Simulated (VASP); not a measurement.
Set up this calculation in VASP 6.6.1, as the native input.

| Property | Result |
| --- | --- |
| Task | relaxation of cell and atoms |
| Functional | PBE |
| Potentials or basis | VASP PAW PBE potentials, release 64 (C_h) |
| Cutoff | 1300 eV |
| k mesh | 6 × 6 × 4 |
| Occupations | gaussian, width 0.1 eV |
| Spin | no spin polarisation |
| Dipole correction | no |
| Further INCAR settings | ALGO = Normal; EDIFF = 1e-07; IBRION = 2; EDIFFG = -0.04; NSW = 90; ISIF = 3 |

The structure of C lies in POSCAR:

```
C
1.0
    2.3419446424     -1.5478462523      0.0000000000
    2.3419446424      1.5478462523      0.0000000000
    0.0000000000      0.0000000000      6.3140506141
C
4
Direct
    0.8500000000      0.1500000000      0.1170000000
    0.6500000000      0.3500000000      0.6170000000
    0.1500000000      0.8500000000      0.8830000000
    0.3500000000      0.6500000000      0.3830000000
```

These files were run (other wordings do the same):

INCAR

```
SYSTEM = C
  ALGO = Normal
  EDIFF = 1E-7
  EDIFFG = -0.04
  ENCUT = 1300
  GGA = PE
  GGA_COMPAT = .FALSE.
  IBRION = 2
  ISIF = 3
  ISMEAR = 0
  LASPH = .TRUE.
  LCHARG = .FALSE.
  LREAL = .FALSE.
  LWAVE = .FALSE.
  NELM = 120
  NELMIN = 4
  NSW = 90
  PREC = Accurate
  SIGMA = 0.1
```

KPOINTS

```
k-points
0
G
  6 6 4
  0 0 0
```

Potentials or basis: VASP PAW PBE potentials, release 64 (C_h).

The run is started by

```console
$ cat potpaw_PBE.64/C_h/POTCAR > POTCAR
$ mpirun -np 1 vasp_std > vasp.out
```

It gave:

```json
{
  "Relaxed volume": "8.95 Å³/atom",
  "Relaxed cell": "a = 3.615 Å, b = 3.615 Å, c = 4.274 Å, α = 90.00°, β = 90.00°, γ = 39.87°",
  "Space group after relaxing (to 0.1 Å)": "Fmmm (No. 69)",
  "Pressure after relaxing": "0.2 GPa",
  "Largest force after relaxing": "0.039 eV/Å",
  "Band gap on the k mesh": "0.21 eV (least direct gap 0.39 eV)"
}
```

Caveat: the volume moved by over 15 % at a fixed basis, so the end points are rough.

Run time: 29 min on 1 thread of AMD EPYC 7R13 Processor (Zen 3), on a shared host, peak memory 0.31 GiB.
